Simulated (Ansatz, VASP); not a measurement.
**BaOs2: VASP beside Ansatz**

```
Ba Os
1.0
     2.92419    0.00000    0.00000
    -1.46210    2.53243    0.00000
     0.00000    0.00000    8.15209
Ba Os
1 2
Cartesian
  0.0000 0.0000 4.0760
  0.0000 0.0000 1.1748
  0.0000 0.0000 6.9773
```

Alike in both runs: task relaxation of cell and atoms; functional PBE; k mesh 18 × 18 × 6; occupations gaussian, width 0.1 eV; no spin polarisation.

```csv
,VASP,Ansatz
version,VASP 6.6.1,Ansatz 0.2.0
potentials or method,"VASP PAW PBE potentials, release 64 (Ba_sv, Os_sv_GW), cutoff 500 eV","scalar-relativistic, plane waves, PAW"
valence electrons in the cell,42,42
```

Ansatz gave:

* gap on the k mesh at the Fermi level, each at its own relaxed structure (eV): none
* relaxed volume (Å³/atom): 20.54
* relaxed length of the cell vector where the two differ most in proportion (Å): 8.308

**Question.** What did VASP give for the same quantities?

**Answer.** gap on the k mesh at the Fermi level, each at its own relaxed structure (eV): none; relaxed volume (Å³/atom): 20.96; relaxed length of the cell vector where the two differ most in proportion (Å): 8.367.

A gap of «none» marks a metal or a gap that the smearing closes.

Neither program's run includes spin-orbit coupling.
